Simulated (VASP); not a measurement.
A run of VASP 6.6.1 is set up as follows.

Contents of POSCAR:

```
HfB2
1.0
    3.1366215814      0.0000000000      0.0000000000
   -1.5683107907      2.7163939716      0.0000000000
    0.0000000000      0.0000000000      3.4796563961
Hf B
1 2
Direct
    0.0000000000      0.0000000000      0.0000000000
    0.3333333333      0.6666666667      0.5000000000
    0.6666666667      0.3333333333      0.5000000000
```

INCAR.step1

```
  ALGO = Normal
  EDIFF = 1E-5
  ENCUT = 550
  GGA = PE
  GGA_COMPAT = F
  ISMEAR = -1
  LASPH = T
  LCHARG = F
  LREAL = F
  LWAVE = T
  NBANDS = 15
  NELM = 120
  PREC = Accurate
  SIGMA = 0.15
```

Contents of INCAR.step2:

```
  ALGO = Normal
  EDIFF = 1E-6
  ENCUT = 550
  GGA_COMPAT = F
  ISIF = 2
  ISMEAR = -1
  ISTART = 1
  LASPH = T
  LCHARG = F
  LMIXTAU = T
  LREAL = F
  LWAVE = F
  METAGGA = R2SCAN
  NBANDS = 15
  NELM = 120
  PREC = Accurate
  SIGMA = 0.15
```

KPOINTS

```
k-points
0
Gamma
  15 15 12
```

Potentials or basis: VASP PAW PBE potentials, release 64 (Hf_pv, B).

The run is started by

```bash
$ cat potpaw_PBE.64/Hf_pv/POTCAR potpaw_PBE.64/B/POTCAR > POTCAR
$ cp INCAR.step1 INCAR
$ mpirun -np 1 vasp_std > vasp.out
$ cp INCAR.step2 INCAR
$ mpirun -np 1 vasp_std > vasp.out
```

Task: Estimate the band gap on the k mesh.

Result: Zero (bands 8 and 9 overlap by 1.09 eV).

Task: What does it give for the pressure?

Result: -0.6 GPa.

Stress tensor (GPa, compression positive):
```
-0.67  0.00  0.00
 0.00 -0.67  0.00
 0.00  0.00 -0.53
```

Caveat: the PAW data sets were made with another functional, which shifts forces and pressure a little; spin-orbit coupling is left out, which moves the levels of the heavy elements.
